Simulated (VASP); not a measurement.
Input of a VASP 6.6.1 run:

File INCAR:

```
SYSTEM = AlC18
ALGO = Normal
EDIFF = 1E-6
ENCUT = 520
GGA = PE
ISIF = 2
ISMEAR = 0
ISPIN = 2
IVDW = 12
LASPH = .TRUE.
LCHARG = .FALSE.
LORBIT = 11
LREAL = Auto
LWAVE = .FALSE.
MAGMOM = 0 0 0 0 0 0 0 0 0 0 0 0 0 0 0 0 0 0 0
NBANDS = 56
NELM = 150
PREC = Accurate
SIGMA = 0.05
```

Contents of KPOINTS:

```
k-points
0
G
  2 2 1
  0 0 0
```

POSCAR

```
AlC18
1.0
    7.3980000000      0.0000000000      0.0000000000
   -3.6990000000      6.4068560000      0.0000000000
    0.0000000000      0.0000000000     11.0000000000
C Al
18 1
Direct
   -0.0036381009     -0.0066108868      0.0888886364
    0.2189230273      0.1050090715      0.0876451818
   -0.0021040776      0.3275417771      0.0898664545
    0.2196671643      0.4391050774      0.0900204545
   -0.0022260358      0.6606866145      0.0895713636
    0.2193982808      0.7704399787      0.0890168182
    0.3310799862     -0.0070519768      0.0879268182
    0.5547061621      0.1053382501      0.0898613636
    0.3313246772      0.3287523553      0.0896211818
    0.5542702684      0.4396373198      0.0907891818
    0.3312797210      0.6607473307      0.0898756364
    0.5535226516      0.7719222970      0.0899360000
    0.6650347283     -0.0062828008      0.0901348182
    0.8867112269      0.1053129647      0.0898240000
    0.6656169125      0.3282165230      0.0908113636
    0.8873584183      0.4388425462      0.0904889091
    0.6648197099      0.6613907040      0.0905213636
    0.8866587946      0.7717652777      0.0895930909
    0.3535819119      0.1344657973      0.2878800909
```

Potentials or basis: VASP PAW PBE potentials, release 64 (C, Al).

Command:

```sh
$ cat potpaw_PBE.64/C/POTCAR potpaw_PBE.64/Al/POTCAR > POTCAR
$ mpirun -np 1 vasp_std > vasp.out
```

Problem. What does it give for the dispersion energy per atom?

Solution. -0.096 eV.

Problem. Estimate the net moment.

Solution. 0.00 μB per cell.

Problem. What does it give for the largest force?

Solution. 0.144 eV/Å.

Forces on the atoms (eV/Å):
```
C    0.004  0.004 -0.004
C   -0.012 -0.006 -0.003
C    0.003  0.002 -0.001
C    0.000 -0.001 -0.006
C   -0.008 -0.009 -0.001
C   -0.005 -0.004  0.000
C   -0.006 -0.016  0.008
C   -0.007 -0.010 -0.002
C   -0.013 -0.006  0.002
C   -0.013 -0.008  0.001
C   -0.008 -0.010 -0.002
C   -0.005 -0.009  0.000
C   -0.003 -0.005 -0.001
C    0.000 -0.003  0.001
C    0.003 -0.009  0.006
C   -0.005 -0.007  0.002
C   -0.002 -0.011  0.000
C   -0.008 -0.009 -0.002
Al   0.085  0.117  0.001
```

Caveat: the k points lie up to 0.49 Å⁻¹ apart.
